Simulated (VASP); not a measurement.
# ZnSe (F-43m) in VASP: single point with PBE

Aim: the single point of ZnSe with PBE.

Everything below comes from runs of VASP 6.6.1. Logs are shortened: lines on timing, memory, paths and dates and some standing lists are left out, and cuts for length are marked.

## (1) The cell of the first run

Symmetry: F-43m, No. 216, cubic system. The conventional cell has a = 5.665 Å, b = 5.665 Å, c = 5.665 Å, α = 90.00°, β = 90.00°, γ = 90.00°. Zn (site symmetry -43m) has 4 Se at 2.45 Å within 3.2 Å. Within 3.2 Å of Se (site symmetry -43m) lie 4 Zn at 2.45 Å.

## (2) Single point, PBE

Input file INCAR:

```
SYSTEM = ZnSe
PREC     = Accurate       ! precision mode
ENCUT    = 500            ! plane-wave cutoff, eV
EDIFF    = 1E-6           ! SCF threshold, eV
ISMEAR   = 0              ! smearing method
SIGMA    = 0.1            ! smearing width, eV
LREAL    = .FALSE.        ! projectors in reciprocal space
LASPH    = .TRUE.         ! aspherical terms in the spheres
NELM     = 120            ! most SCF steps
ALGO     = Normal         ! electronic algorithm
ISIF     = 2              ! what is computed and relaxed
LWAVE    = .FALSE.        ! write WAVECAR
LCHARG   = .FALSE.        ! write CHGCAR
GGA      = PE             ! functional
NBANDS   = 16             ! bands
GGA_COMPAT= .FALSE.
```

Input file KPOINTS:

```
regular mesh
0
G
  6 6 6
  0 0 0
```

Input file POSCAR:

```
ZnSe
1.0
    0.0000000000      2.8324430000      2.8324430000
    2.8324430000      0.0000000000      2.8324430000
    2.8324430000      2.8324430000      0.0000000000
Zn Se
1 1
Direct
    0.0000000000      0.0000000000      0.0000000000
    0.7500000000      0.7500000000      0.7500000000
```

Potentials or basis: VASP PAW PBE potentials, release 64 (Zn, Se).

Command:

```bash
> cat potpaw_PBE.64/Zn/POTCAR potpaw_PBE.64/Se/POTCAR > POTCAR
> mpirun -np 1 vasp_std > vasp.out
```

OUTCAR:

```text
SYSTEM = ZnSe
   PREC = Accurate
   ENCUT = 500
   EDIFF = 1E-6
   ISMEAR = 0
   LREAL = .FALSE.
   LASPH = .TRUE.
   NELM = 120
   ISIF = 2
   GGA = PE

 ion  position               nearest neighbor table
   1  0.000  0.000  0.000-   2 2.45   2 2.45   2 2.45   2 2.45
   2  0.750  0.750  0.750-   1 2.45   1 2.45   1 2.45   1 2.45

  LATTYP: Found a face centered cubic cell.
 ALAT       =     5.6648860000

  Lattice vectors:

 A1 = (   0.0000000000,   2.8324430000,   2.8324430000)
 A2 = (   2.8324430000,   0.0000000000,   2.8324430000)
 A3 = (   2.8324430000,   2.8324430000,   0.0000000000)

Analysis of symmetry for initial positions (statically):
=====================================================================
 Subroutine PRICEL returns:
 Original cell was already a primitive cell.

 Routine SETGRP: Setting up the symmetry group for a
 face centered cubic supercell.

 Subroutine GETGRP returns: Found 24 space group operations
 (whereof 24 operations were pure point group operations)
 out of a pool of 48 trial point group operations.

The static configuration has the point symmetry T_d .

Analysis of symmetry for dynamics (positions and initial velocities):
=====================================================================
 Subroutine PRICEL returns:
 Original cell was already a primitive cell.

 Routine SETGRP: Setting up the symmetry group for a
 face centered cubic supercell.

 Subroutine GETGRP returns: Found 24 space group operations
 (whereof 24 operations were pure point group operations)
 out of a pool of 48 trial point group operations.

The dynamic configuration has the point symmetry T_d .

 Subroutine INISYM returns: Found 24 space group operations
 (whereof 24 operations are pure point group operations),
 and found     1 'primitive' translations

----------------------------------------------------------------------------------------

                                     Primitive cell

  volume of cell :      45.4479

  direct lattice vectors                    reciprocal lattice vectors
     0.000000000  2.832443000  2.832443000    -0.176526059  0.176526059  0.176526059
     2.832443000  0.000000000  2.832443000     0.176526059 -0.176526059  0.176526059
     2.832443000  2.832443000  0.000000000     0.176526059  0.176526059 -0.176526059

  length of vectors
     4.005679305  4.005679305  4.005679305     0.305752103  0.305752103  0.305752103

  position of ions in fractional coordinates (direct lattice)
     0.000000000  0.000000000  0.000000000
     0.750000000  0.750000000  0.750000000

  ion indices of the primitive-cell ions
   primitive index   ion index
                 1           1
                 2           2

----------------------------------------------------------------------------------------

 KPOINTS: regular mesh

Automatic generation of k-mesh.
 Grid dimensions read from file:
 generate k-points for:    6    6    6

 Generating k-lattice:

  Cartesian coordinates                     Fractional coordinates (reciprocal lattice)
    -0.029421010  0.029421010  0.029421010     0.166666667  0.000000000  0.000000000
     0.029421010 -0.029421010  0.029421010     0.000000000  0.166666667  0.000000000
     0.029421010  0.029421010 -0.029421010     0.000000000  0.000000000  0.166666667

  Length of vectors
     0.050958684  0.050958684  0.050958684

  Shift w.r.t. Gamma in fractional coordinates (k-lattice)
     0.000000000  0.000000000  0.000000000

 Subroutine IBZKPT returns following result:
 ===========================================

 Found     16 irreducible k-points:

 Following reciprocal coordinates:
            Coordinates               Weight
  0.000000  0.000000  0.000000      1.000000
  0.166667  0.000000  0.000000      8.000000
  0.333333  0.000000  0.000000      8.000000
  0.500000  0.000000  0.000000      4.000000
  0.166667  0.166667  0.000000      6.000000
  0.333333  0.166667  0.000000     24.000000
[... 8 lines left out ...]
 -0.333333  0.333333  0.166667     24.000000
 -0.333333  0.500000  0.166667     12.000000
   k-points           NKPTS =     16   k-points in BZ     NKDIM =     16   number of bands    NBANDS=     16
   number of dos      NEDOS =    301   number of ions     NIONS =      2
   total plane-waves  NPLWV =  27000
   dimension x,y,z NGX =    30 NGY =   30 NGZ =   30
   dimension x,y,z NGXF=    60 NGYF=   60 NGZF=   60
   ions per type =               1   1
   NGX,Y,Z   is equivalent  to a cutoff of  12.45, 12.45, 12.45 a.u.
   NGXF,Y,Z  is equivalent  to a cutoff of  24.90, 24.90, 24.90 a.u.
 SYSTEM =  ZnSe
   PREC   = accura    normal or accurate (medium, high low for compatibility)
   ISTART =      0    job   : 0-new  1-cont  2-samecut
   ICHARG =      2    charge: 1-file 2-atom 10-const
   ISPIN  =      1    spin polarized calculation?
   LNONCOLLINEAR =      F non collinear calculations
   LSORBIT =      F    spin-orbit coupling
   LASPH  =      T    aspherical Exc in radial PAW
   ENCUT  =  500.0 eV  36.75 Ry    6.06 a.u.   7.30  7.30  7.30*2*pi/ulx,y,z
   NELM   =    120;   NELMIN=  2; NELMDL= -5     # of ELM steps
   EDIFF  = 0.1E-05   stopping-criterion for ELM
   LREAL  =      F    real-space projection
   EDIFFG = 0.1E-04   stopping-criterion for IOM
   NSW    =      0    number of steps for IOM
   IBRION =     -1    ionic relax: 0-MD 1-quasi-New 2-CG
   NFREE  =      0    steps in history (QN), initial steepest desc. (CG)
   ISIF   =      2    stress and relaxation
   ISYM   =      2    0-nonsym 1-usesym 2-fastsym
   POTIM  = 0.5000    time-step for ionic-motion
   TEBEG  =    0.0;   TEEND  =   0.0 temperature during run
   PSTRESS=    0.0 pullay stress
   NELECT =      18.0000    total number of electrons
   NUPDOWN=      -1.0000    fix difference up-down
   EMIN   =  10.00;   EMAX   =-10.00  energy-range for DOS
   EFERMI =   0.00;   METHOD = LEGACY
   ISMEAR =     0;   SIGMA  =   0.10  broadening in eV -4-tet -1-fermi 0-gaus
   EFERMI_NEDOS =   21; number of points for ismear=-14 and -15
   IALGO  =     38    algorithm
   IMIX   =      4    mixing-type and parameters
     AMIX     =   0.40;   BMIX     =  1.00
     AMIX_MAG =   1.60;   BMIX_MAG =  1.00
  volume/ion in A,a.u.               =      22.72       153.35
  Fermi-wavevector in a.u.,A,eV,Ry     =   1.202249  2.271922 19.665903  1.445403
  Thomas-Fermi vector in A             =   2.338036
   LORBIT       =      0    0 simple, 1 ext, 2 COOP (PROOUT), +10 PAW based schemes
   GGA     = PE    functional components
   LHFCALC =     F    Hartree Fock is set to
   AEXX    =    0.0000 exact exchange contribution
   IVDW    =     0    specifies the selected vdW correction
   LEPSILON=     F    determine dielectric tensor
   LRPA    =     F    only Hartree local field effects (RPA)
 non-spin polarized calculation
 Gauss-broadening in eV      SIGMA  =   0.10
  energy-cutoff  :      500.00
  volume of cell :       45.45
 maximum number of plane-waves:      1167
 NGX is ok and might be reduce to    30
   NGX = 15   NGY = 15   NGZ = 15

 number of electron      18.0000011 magnetization

 Free energy of the ion-electron system (eV)
  ---------------------------------------------------
  ext. energy  EPLUGINS =         0.00000000
  ---------------------------------------------------
  free energy    TOTEN  =        -6.01381642 eV

  energy without entropy =       -6.01381642  energy(sigma->0) =       -6.01381642

 E-fermi :   2.0582     XC(G=0):  -9.3267

 val. band max:        1.6290391373   @ k =   0.0000   0.0000   0.0000
 cond. band min:       2.9236372406   @ k =   0.0000   0.0000   0.0000
 fundamental gap:      1.2945981032
 Fermi energy:         2.0582051372

 k-point     1 :       0.0000    0.0000    0.0000
  band No.  band energies     occupation
      1     -11.6388      2.00000
      2      -4.9256      2.00000
      3      -4.9256      2.00000
      4      -4.9256      2.00000
      5      -4.5548      2.00000
      6      -4.5548      2.00000
[... 8 lines left out ...]
     15      13.0904      0.00000
     16      13.0904      0.00000

 k-point     2 :       0.1667    0.0000    0.0000
  band No.  band energies     occupation
      1     -11.4639      2.00000
      2      -4.9093      2.00000
      3      -4.8989      2.00000
      4      -4.8989      2.00000
      5      -4.5566      2.00000
      6      -4.5566      2.00000
[... 8 lines left out ...]
     15      12.0904      0.00000
     16      12.6525      0.00000

 k-point     3 :       0.3333    0.0000    0.0000
  band No.  band energies     occupation
      1     -11.0711      2.00000
      2      -4.8541      2.00000
      3      -4.8541      2.00000
      4      -4.7552      2.00000
      5      -4.5483      2.00000
      6      -4.5483      2.00000
[... 8 lines left out ...]
     15      12.6826      0.00000
     16      12.6826      0.00000

 k-point     4 :       0.5000    0.0000    0.0000
  band No.  band energies     occupation
      1     -10.8468      2.00000
      2      -4.8378      2.00000
      3      -4.8378      2.00000
      4      -4.5363      2.00000
      5      -4.5363      2.00000
      6      -4.3955      2.00000
[... 8 lines left out ...]
     15      14.7398      0.00000
     16      14.7399      0.00000
[... 172 lines left out ...]
 k-point    14 :       0.5000    0.3333    0.1667
  band No.  band energies     occupation
      1     -10.7983      2.00000
      2      -4.8331      2.00000
      3      -4.7866      2.00000
      4      -4.6856      2.00000
      5      -4.5385      2.00000
      6      -4.4883      2.00000
[... 8 lines left out ...]
     15      14.5186      0.00000
     16      15.9390      0.00000

 k-point    15 :      -0.3333    0.3333    0.1667
  band No.  band energies     occupation
      1     -10.6450      2.00000
      2      -4.8129      2.00000
      3      -4.7575      2.00000
      4      -4.5907      2.00000
      5      -4.5611      2.00000
      6      -4.3107      2.00000
[... 8 lines left out ...]
     15      14.6993      0.00000
     16      15.6549      0.00000

 k-point    16 :      -0.3333    0.5000    0.1667
  band No.  band energies     occupation
      1     -10.5739      2.00000
      2      -4.8281      2.00000
      3      -4.7084      2.00000
      4      -4.6357      2.00000
      5      -4.5405      2.00000
      6      -4.2829      2.00000
[... 8 lines left out ...]
     15      15.3925      0.00000
     16      15.8167      0.00000

------------------------ aborting loop because EDIFF is reached ----------------------------------------

  FORCE on cell =-STRESS in cart. coord.  units (eV):
  Direction    XX          YY          ZZ          XY          YZ          ZX
  --------------------------------------------------------------------------------------
  -------------------------------------------------------------------------------------
  Total        0.6977788      0.6977788      0.6977788      0.0000000      0.0000000      0.0000000
  in kB       24.5988515     24.5988515     24.5988515      0.0000000      0.0000000      0.0000000
  external PRESSURE =      24.5988515 kB  Pullay stress =       0.0000000 kB

 VOLUME and BASIS-vectors are now :
 -----------------------------------------------------------------------------
  energy-cutoff  :      500.00
  volume of cell :       45.45
      direct lattice vectors                 reciprocal lattice vectors
     0.000000000  2.832443000  2.832443000    -0.176526059  0.176526059  0.176526059
     2.832443000  0.000000000  2.832443000     0.176526059 -0.176526059  0.176526059
     2.832443000  2.832443000  0.000000000     0.176526059  0.176526059 -0.176526059

 POSITION                                       TOTAL-FORCE (eV/Angst)
 -----------------------------------------------------------------------------------
      0.00000      0.00000      0.00000        -0.000000     -0.000000     -0.000000
      4.24866      4.24866      4.24866         0.000000      0.000000      0.000000
 -----------------------------------------------------------------------------------
    total drift:                                0.000000      0.000000      0.000000

  FREE ENERGIE OF THE ION-ELECTRON SYSTEM (eV)
  ---------------------------------------------------
  free  energy   TOTEN  =        -6.0138164202 eV

  energy  without entropy=       -6.0138164202  energy(sigma->0) =       -6.01381642
```

Wall time 9 s (1 thread of Intel Xeon Platinum 8559C (Emerald Rapids), shared host); peak memory 0.17 GiB.

Results:

```
Free energy            : -6.0138 eV
Pressure               : 2.5 GPa
Band gap on the k mesh : 1.29 eV, direct
```
